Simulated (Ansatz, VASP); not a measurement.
## Two plane-wave programs on PbS

File POSCAR:

```
PbS
1.0
    3.6536590000      0.0000000000      0.0000000000
    0.0000000000      3.6536590000      0.0000000000
    0.0000000000      0.0000000000      3.6536590000
Pb S
1 1
Direct
    0.0000000000      0.0000000000      0.0000000000
    0.5000000000      0.5000000000      0.5000000000
```

The input INCAR.step1:

```
  ALGO = Normal
  EDIFF = 1E-5
  ENCUT = 520
  GGA = PE
  ISIF = 2
  ISMEAR = -1
  LASPH = True
  LCHARG = False
  LREAL = False
  LWAVE = True
  NBANDS = 17
  NELM = 100
  PREC = Accurate
  SIGMA = 0.05
```

Contents of INCAR.step2:

```
  AEXX = 0.2
  ALGO = Normal
  EDIFF = 1E-6
  ENCUT = 520
  GGA = PE
  HFSCREEN = 0.2
  ISIF = 2
  ISMEAR = -1
  ISTART = 1
  LASPH = True
  LCHARG = False
  LHFCALC = True
  LREAL = False
  LWAVE = False
  NBANDS = 17
  NELM = 100
  PREC = Accurate
  PRECFOCK = Normal
  SIGMA = 0.05
```

The input KPOINTS:

```
k-points
0
Gamma
  4 4 4
```

File input.yaml:

```yaml
crystal:
  lattice:
    - [3.653659, 0.0, 0.0]
    - [0.0, 3.653659, 0.0]
    - [0.0, 0.0, 3.653659]
  atoms:
    - { symbol: Pb, position: [0.0, 0.0, 0.0] }
    - { symbol: S, position: [0.5, 0.5, 0.5] }
hamiltonian:
  xc: { exchange: pbe, correlation: pbe, exx: { coeff: 0.2, omega: 0.2 } }
  pseudopotentials: { kind: paw }
kpoints:
  mp_grid: { grid: [4, 4, 4] }
scf:
  occupations: { method: fermi_dirac, width: 0.05 }
output:
  forces: true
  stress: true
  eigenvalues: true
  write_density: true
  write_potential: true
  elf: true
  volumetric_format: npy
```

Alike in both runs: task single point; functional PBE-based screened hybrid; k mesh 4 × 4 × 4; occupations fermi-dirac, width 0.05 eV; no spin polarisation.

|  | VASP | Ansatz |
| --- | --- | --- |
| version | VASP 6.6.1 | Ansatz 0.2.0 |
| potentials or method | VASP PAW PBE potentials, release 64 (Pb_d, S) | Ansatz PAW |
| plane-wave cutoff (eV) | 520 | 420 |
| valence electrons in the cell | 20 | 20 |

```csv
,VASP,Ansatz,Ansatz less VASP
gap on the k mesh at the Fermi level (eV),none,none,-
pressure (GPa),-2.0,-1.9,+0.10
```

VASP's potentials were made for PBE, not for PBE-based screened hybrid. A gap of «none» marks a metal or a gap that the smearing closes.

The k mesh is coarse, so the values compare programs but aren't converged. Neither program's run includes spin-orbit coupling.
